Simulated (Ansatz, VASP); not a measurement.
# One calculation of TiO2, two programs

```
CELL_PARAMETERS angstrom
-1.87685 1.87685 4.88991
1.87685 -1.87685 4.88991
1.87685 1.87685 -4.88991
ATOMIC_POSITIONS crystal
Ti 0.00000 0.00000 0.00000
Ti 0.75000 0.25000 0.50000
O 0.20523 0.20523 0.00000
O 0.95523 0.45523 0.50000
O 0.54477 0.04477 0.50000
O 0.79477 0.79477 0.00000
```

Alike in both runs: task single point; functional PBE; k mesh 8 × 8 × 8; occupations gaussian, width 0.05 eV; no spin polarisation; Hubbard terms Ti d U = 4.0 eV.

```csv
,VASP,Ansatz
version,VASP 6.6.1,Ansatz 0.2.0
potentials or method,"VASP PAW PBE potentials, release 64 (Ti_sv, O), cutoff 520 eV","scalar-relativistic, plane waves, PAW"
valence electrons in the cell,48,48
```

Ansatz gave:

```
gap on the k mesh at the Fermi level (eV)                     : 2.75
least direct gap on the mesh (eV)                             : 3.03
pressure (GPa)                                                : 7.2
traceless stress, the component that is largest in VASP (GPa) : -2.54
rms of the force components (eV/Å)                            : 0.011
```

Problem. Estimate VASP's values.

Solution. gap on the k mesh at the Fermi level (eV): 2.79; least direct gap on the mesh (eV): 3.08; pressure (GPa): 11.9; traceless stress, the component that is largest in VASP (GPa): -3.57; rms of the force components (eV/Å): 0.053.

The programs project onto different local orbitals, so the same U acts differently, and such runs can settle in different states. Atom by atom the forces differ by 0.064 eV/Å (rms over components).
